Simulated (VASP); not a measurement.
The system is Al.

```xyz
4
Lattice="2.8271 0.0000 0.0000 -1.4135 2.4483 0.0000 0.0000 0.0000 9.1860" Properties=species:S:1:pos:R:3 pbc="T T T"
Al    0.0000    0.0000    0.0000
Al    0.0000    1.6322    2.2965
Al    0.0000    0.0000    4.5930
Al    1.4135    0.8161    6.8895
```

This isn't the form of Al at room conditions, which is fcc.

Base run:

* Program: VASP 6.6.1
* Functional: BLYP
* Potentials or basis: VASP PAW PBE potentials, release 64 (Al)
* Cutoff: 500 eV
* k mesh: 9 × 9 × 2
* Occupations: fermi-dirac, width 0.15 eV
* Spin: no spin polarisation

Its results: band gap on the k mesh zero (bands 6 and 7 overlap by 5.38 eV); pressure 7.2 GPa.

The run is repeated on the same cell with these changes: functional from BLYP to LDA; potentials or basis from VASP PAW PBE potentials, release 64 (Al) to VASP PAW LDA potentials, release 64 (Al). What comes out?

Band gap on the k mesh zero (bands 6 and 7 overlap by 5.41 eV); pressure 0.1 GPa.

Caveats: the cell stands under pressure (at least some runs); the PAW data sets were made with another functional, which shifts forces and pressure a little (at least some runs).
